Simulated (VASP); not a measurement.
# In (I4/mmm) in VASP: density of states with PBE

Aim: the density of states of In with PBE.

All numbers are computed with VASP 6.6.1; they aren't measurements. Logs are shortened: lines on timing, memory, paths and dates and some standing lists are left out, and cuts for length are marked.

**1. The cell of the first run**

The structure is tetragonal, space group I4/mmm (No. 139). The conventional cell has a = 3.246 Å, b = 3.246 Å, c = 4.931 Å, α = 90.00°, β = 90.00°, γ = 90.00°. Within 4.3 Å of In (site symmetry 4/mmm) lie 12 In at 3.25 to 3.37 Å.

**2. Density of states, PBE**

File POSCAR:

```
In
1.0
   -1.6228147200      1.6228147200      2.4656487700
    1.6228147200     -1.6228147200      2.4656487700
    1.6228147200      1.6228147200     -2.4656487700
In
1
Direct
    0.0000000000      0.0000000000      0.0000000000
```

File INCAR.step1:

```
PREC     = Accurate       # precision mode
ENCUT    = 520            # plane-wave cutoff, eV
EDIFF    = 1E-6           # SCF threshold, eV
ISMEAR   = -1             # smearing method
SIGMA    = 0.1            # smearing width, eV
LREAL    = F              # projectors in reciprocal space
LASPH    = T              # aspherical terms in the spheres
NELM     = 100            # most SCF steps
ALGO     = Normal         # electronic algorithm
ISIF     = 2              # what is computed and relaxed
LWAVE    = F              # write WAVECAR
LCHARG   = T              # write CHGCAR
GGA      = PE             # functional
NBANDS   = 12             # bands
```

File KPOINTS.step1:

```
regular mesh
0
Gamma
  14 14 14
```

File INCAR.step2:

```
PREC     = Accurate       # precision mode
ENCUT    = 520            # plane-wave cutoff, eV
EDIFF    = 1E-6           # SCF threshold, eV
ISMEAR   = -5             # smearing method
SIGMA    = 0.1            # smearing width, eV
LREAL    = F              # projectors in reciprocal space
LASPH    = T              # aspherical terms in the spheres
NELM     = 100            # most SCF steps
ALGO     = Normal         # electronic algorithm
ISIF     = 2              # what is computed and relaxed
LWAVE    = F              # write WAVECAR
LCHARG   = F              # write CHGCAR
GGA      = PE             # functional
LORBIT   = 10             # projections on sites
NBANDS   = 12             # bands
NEDOS    = 1001           # points of the DOS
ICHARG   = 11             # starting density
```

File KPOINTS.step2:

```
regular mesh
0
Gamma
  21 21 21
```

Potentials or basis: VASP PAW PBE potentials, release 64 (In_d).

Launch:

```bash
$ cat potpaw_PBE.64/In_d/POTCAR > POTCAR
$ cp INCAR.step1 INCAR
$ cp KPOINTS.step1 KPOINTS
$ mpirun -np 1 vasp_std > vasp.out
$ cp INCAR.step2 INCAR
$ cp KPOINTS.step2 KPOINTS
$ mpirun -np 1 vasp_std > vasp.out
```

OUTCAR:

```text
PREC = Accurate
   ENCUT = 520
   EDIFF = 1E-6
   ISMEAR = -5
   LREAL = F
   LASPH = T
   NELM = 100
   ISIF = 2
   GGA = PE
   LORBIT = 10
   ICHARG = 11

 ion  position               nearest neighbor table
   1  0.000  0.000  0.000-

  LATTYP: Found a body centered tetragonal cell.
 ALAT       =     3.2456294400
 C/A-ratio  =     1.5193655441

  Lattice vectors:

 A1 = (  -1.6228147200,   1.6228147200,   2.4656487700)
 A2 = (   1.6228147200,  -1.6228147200,   2.4656487700)
 A3 = (   1.6228147200,   1.6228147200,  -2.4656487700)

Analysis of symmetry for initial positions (statically):
=====================================================================
 Subroutine PRICEL returns:
 Original cell was already a primitive cell.

 Routine SETGRP: Setting up the symmetry group for a
 body centered tetragonal supercell.

 Subroutine GETGRP returns: Found 16 space group operations
 (whereof 16 operations were pure point group operations)
 out of a pool of 16 trial point group operations.

The static configuration has the point symmetry D_4h.

Analysis of symmetry for dynamics (positions and initial velocities):
=====================================================================
 Subroutine PRICEL returns:
 Original cell was already a primitive cell.

 Routine SETGRP: Setting up the symmetry group for a
 body centered tetragonal supercell.

 Subroutine GETGRP returns: Found 16 space group operations
 (whereof 16 operations were pure point group operations)
 out of a pool of 16 trial point group operations.

The dynamic configuration has the point symmetry D_4h.

 Subroutine INISYM returns: Found 16 space group operations
 (whereof 16 operations are pure point group operations),
 and found     1 'primitive' translations

----------------------------------------------------------------------------------------

                                     Primitive cell

  volume of cell :      25.9734

  direct lattice vectors                    reciprocal lattice vectors
    -1.622814720  1.622814720  2.465648770     0.000000000  0.308106646  0.202786385
     1.622814720 -1.622814720  2.465648770     0.308106646  0.000000000  0.202786385
     1.622814720  1.622814720 -2.465648770     0.308106646  0.308106646  0.000000000

  length of vectors
     3.368453516  3.368453516  3.368453516     0.368852305  0.368852305  0.435728597

  position of ions in fractional coordinates (direct lattice)
     0.000000000  0.000000000  0.000000000

  ion indices of the primitive-cell ions
   primitive index   ion index
                 1           1

----------------------------------------------------------------------------------------

 KPOINTS: regular mesh

Automatic generation of k-mesh.
 Grid dimensions read from file:
 generate k-points for:   21   21   21

 Generating k-lattice:

  Cartesian coordinates                     Fractional coordinates (reciprocal lattice)
     0.000000000  0.014671745  0.009656495     0.047619048  0.000000000  0.000000000
     0.014671745  0.000000000  0.009656495     0.000000000  0.047619048  0.000000000
     0.014671745  0.014671745  0.000000000     0.000000000  0.000000000  0.047619048

  Length of vectors
     0.017564395  0.017564395  0.020748981

  Shift w.r.t. Gamma in fractional coordinates (k-lattice)
     0.000000000  0.000000000  0.000000000

 TETIRR: Found  11769 inequivalent tetrahedra from    55566

 Subroutine IBZKPT returns following result:
 ===========================================

 Found    726 irreducible k-points:

 Following reciprocal coordinates:
            Coordinates               Weight
  0.000000  0.000000  0.000000      1.000000
  0.047619  0.000000 -0.000000      8.000000
  0.095238  0.000000  0.000000      8.000000
  0.142857  0.000000  0.000000      8.000000
  0.190476  0.000000  0.000000      8.000000
  0.238095 -0.000000  0.000000      8.000000
[... 16 lines left out ...]
 -0.428571  0.047619 -0.000000     16.000000
 -0.380952  0.047619  0.000000     16.000000
 [... further k-points ...]
   k-points           NKPTS =    726   k-points in BZ     NKDIM =    726   number of bands    NBANDS=     12
   number of dos      NEDOS =   1001   number of ions     NIONS =      1
   total plane-waves  NPLWV =  21952
   dimension x,y,z NGX =    28 NGY =   28 NGZ =   28
   dimension x,y,z NGXF=    56 NGYF=   56 NGZF=   56
   ions per type =               1
   NGX,Y,Z   is equivalent  to a cutoff of  13.82, 13.82, 13.82 a.u.
   NGXF,Y,Z  is equivalent  to a cutoff of  27.64, 27.64, 27.64 a.u.
 SYSTEM =  unknown system
   PREC   = accura    normal or accurate (medium, high low for compatibility)
   ISTART =      0    job   : 0-new  1-cont  2-samecut
   ICHARG =     11    charge: 1-file 2-atom 10-const
   ISPIN  =      1    spin polarized calculation?
   LNONCOLLINEAR =      F non collinear calculations
   LSORBIT =      F    spin-orbit coupling
   LASPH  =      T    aspherical Exc in radial PAW
   ENCUT  =  520.0 eV  38.22 Ry    6.18 a.u.   6.26  6.26  6.26*2*pi/ulx,y,z
   NELM   =    100;   NELMIN=  2; NELMDL=  0     # of ELM steps
   EDIFF  = 0.1E-05   stopping-criterion for ELM
   LREAL  =      F    real-space projection
[... 7 lines left out ...]
   TEBEG  =    0.0;   TEEND  =   0.0 temperature during run
   PSTRESS=    0.0 pullay stress
   NELECT =      13.0000    total number of electrons
   NUPDOWN=      -1.0000    fix difference up-down
   EMIN   =  10.00;   EMAX   =-10.00  energy-range for DOS
   EFERMI =   0.00;   METHOD = LEGACY
   ISMEAR =    -5;   SIGMA  =   0.10  broadening in eV -4-tet -1-fermi 0-gaus
   EFERMI_NEDOS =   21; number of points for ismear=-14 and -15
   IALGO  =     38    algorithm
   IMIX   =      4    mixing-type and parameters
     AMIX     =   0.40;   BMIX     =  1.00
     AMIX_MAG =   1.60;   BMIX_MAG =  1.00
  volume/ion in A,a.u.               =      25.97       175.28
  Fermi-wavevector in a.u.,A,eV,Ry     =   1.299809  2.456283 22.987095  1.689504
  Thomas-Fermi vector in A             =   2.431049
   LORBIT       =     10    0 simple, 1 ext, 2 COOP (PROOUT), +10 PAW based schemes
   GGA     = PE    functional components
   LHFCALC =     F    Hartree Fock is set to
   AEXX    =    0.0000 exact exchange contribution
   IVDW    =     0    specifies the selected vdW correction
   LEPSILON=     F    determine dielectric tensor
   LRPA    =     F    only Hartree local field effects (RPA)
 non-spin polarized calculation
 Fermi weights with tetrahedron method with Bloechl corrections
  energy-cutoff  :      520.00
  volume of cell :       25.97
 maximum number of plane-waves:       717
 NGX is ok and might be reduce to    28

 number of electron      13.0000006 magnetization

 Free energy of the ion-electron system (eV)
  ---------------------------------------------------
  ext. energy  EPLUGINS =         0.00000000
  ---------------------------------------------------
  free energy    TOTEN  =        -2.54939872 eV

  energy without entropy =       -2.54939872  energy(sigma->0) =       -2.54939872

 E-fermi :   7.6202     XC(G=0): -10.2878

 val. band max:        7.7906575725   @ k =  -0.4286  -0.4286   0.1905
 cond. band min:       7.5151093718   @ k =  -0.4286   0.4286   0.2381
 fundamental gap:     -0.2755482007
 Fermi energy:         7.6201670868

 k-point     1 :       0.0000    0.0000    0.0000
  band No.  band energies     occupation
      1      -7.1095      2.00000
      2      -7.0054      2.00000
      3      -7.0054      2.00000
      4      -6.9201      2.00000
      5      -6.8159      2.00000
      6      -1.9894      2.00000
      7      18.2121      0.00000
      8      18.2121      0.00000
      9      18.3848      0.00000
     10      19.1951      0.00000
     11      21.6232      0.00000
     12      21.7456      0.00000

 k-point     2 :       0.0476    0.0000   -0.0000
  band No.  band energies     occupation
      1      -7.1057      2.00000
      2      -7.0055      2.00000
      3      -7.0017      2.00000
      4      -6.9196      2.00000
      5      -6.8174      2.00000
      6      -1.9395      2.00000
      7      17.5465      0.00000
      8      18.1451      0.00000
      9      18.2021      0.00000
     10      19.0730      0.00000
     11      21.8335      0.00000
     12      21.8844      0.00000

 k-point     3 :       0.0952    0.0000    0.0000
  band No.  band energies     occupation
      1      -7.0959      2.00000
      2      -7.0065      2.00000
      3      -6.9913      2.00000
      4      -6.9166      2.00000
      5      -6.8212      2.00000
      6      -1.7891      2.00000
      7      16.0577      0.00000
      8      17.8523      0.00000
      9      17.9728      0.00000
     10      19.0121      0.00000
     11      21.9827      0.00000
     12      22.2712      0.00000
[... 286 lines left out ...]
 k-point    23 :      -0.4286    0.0476   -0.0000
  band No.  band energies     occupation
      1      -7.0999      2.00000
      2      -7.0616      2.00000
      3      -6.9831      2.00000
      4      -6.7535      2.00000
      5      -6.7070      2.00000
      6       1.9356      2.00000
      7       5.9726      2.00273
      8      15.0446      0.00000
      9      16.5856      0.00000
     10      18.3719      0.00000
     11      19.6327      0.00000
     12      21.4392      0.00000

 k-point    24 :      -0.3810    0.0476    0.0000
  band No.  band energies     occupation
      1      -7.0910      2.00000
      2      -7.0543      2.00000
      3      -6.9749      2.00000
      4      -6.7762      2.00000
      5      -6.7325      2.00000
      6       1.0960      2.00000
      7       7.2648      1.63920
      8      15.1763      0.00000
      9      16.7366      0.00000
     10      18.5988      0.00000
     11      19.8908      0.00000
     12      21.3548      0.00000

 [... further k-points ...]
[... 5 lines left out ...]
  --------------------------------------------------------------------------------------
  -------------------------------------------------------------------------------------
  Total        0.4231379      0.4231379      0.4019340      0.0000000      0.0000000      0.0000000
  in kB       26.1013780     26.1013780     24.7934088      0.0000000      0.0000000      0.0000000
  external PRESSURE =      25.6653882 kB  Pullay stress =       0.0000000 kB

 VOLUME and BASIS-vectors are now :
 -----------------------------------------------------------------------------
  energy-cutoff  :      520.00
  volume of cell :       25.97
      direct lattice vectors                 reciprocal lattice vectors
    -1.622814720  1.622814720  2.465648770     0.000000000  0.308106646  0.202786385
     1.622814720 -1.622814720  2.465648770     0.308106646  0.000000000  0.202786385
     1.622814720  1.622814720 -2.465648770     0.308106646  0.308106646  0.000000000

 POSITION                                       TOTAL-FORCE (eV/Angst)
 -----------------------------------------------------------------------------------
      0.00000      0.00000      0.00000         0.000000     -0.000000      0.000000
 -----------------------------------------------------------------------------------
    total drift:                                0.000000     -0.000000      0.000000

  FREE ENERGIE OF THE ION-ELECTRON SYSTEM (eV)
  ---------------------------------------------------
  free  energy   TOTEN  =        -2.5493987165 eV

  energy  without entropy=       -2.5493987165  energy(sigma->0) =       -2.54939872

 total charge

# of ion       s       p       d       tot
------------------------------------------
    1        1.000   0.497   9.850  11.347
```

Run time: 92 s. Hardware: 1 thread of Intel Xeon 6975P-C (Granite Rapids), shared host; peak memory 0.33 GiB.

What came out:

| Property | Result |
| --- | --- |
| Valence electrons inside the program's atomic spheres | In 11.35 |

Levels at points of the mesh, in eV from the Fermi level:
| k point | band 2 | band 3 | band 4 | band 5 | band 6 | band 7 | band 8 | band 9 | band 10 | band 11 |
| --- | --- | --- | --- | --- | --- | --- | --- | --- | --- | --- |
| (0.00, 0.00, 0.00) | -14.63 | -14.63 | -14.54 | -14.44 | -9.61 | 10.59 | 10.59 | 10.76 | 11.57 | 14.00 |

Caveat: spin-orbit coupling is left out, which moves the levels of the heavy elements; tetrahedron occupations give inexact forces and stress in metals.
